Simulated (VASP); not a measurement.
Runs of VASP 6.6.1 on Mo. The structure is that of space group R-3m (No. 166), or close to it. The cells are those of the table. 

| cell | further INCAR settings | gap on the mesh (eV) | pressure (GPa) |
| --- | --- | --- | --- |
| a = 2.335 Å, angles 86.0°, 1 atom | ALGO = Fast; EDIFF = 1e-07; NBANDS = 13 | none | 106.0 |
| a = 2.373 Å, angles 100.1°, 1 atom | ALGO = Fast; EDIFF = 1e-06; NBANDS = 13 | none | (a) |
| a = 2.666 Å, angles 112.6°, 1 atom | ALGO = Fast; EDIFF = 1e-06; NBANDS = 13 | none | (b) |
| a = 2.335 Å, angles 93.6°, 1 atom | ALGO = Fast; EDIFF = 1e-07; NBANDS = 13 | none | 106.7 |
| a = 2.812 Å, angles 114.8°, 1 atom | ALGO = Fast; EDIFF = 1e-07; NBANDS = 13 | none | 152.0 |

Alike in all rows: task single point; level LDA; potentials or basis VASP PAW LDA potentials, release 64 (Mo_sv); no spin polarisation; k mesh 22 × 22 × 22; cutoff (eV) 520; smearing gaussian 0.15 eV.

Q: Fill in the values left out.

A: (a) 93.3; (b) 87.9.

A k mesh can miss the band edges, and the runs leave out spin-orbit coupling on Mo.

A gap of «none» marks levels without a gap at the run's occupations.
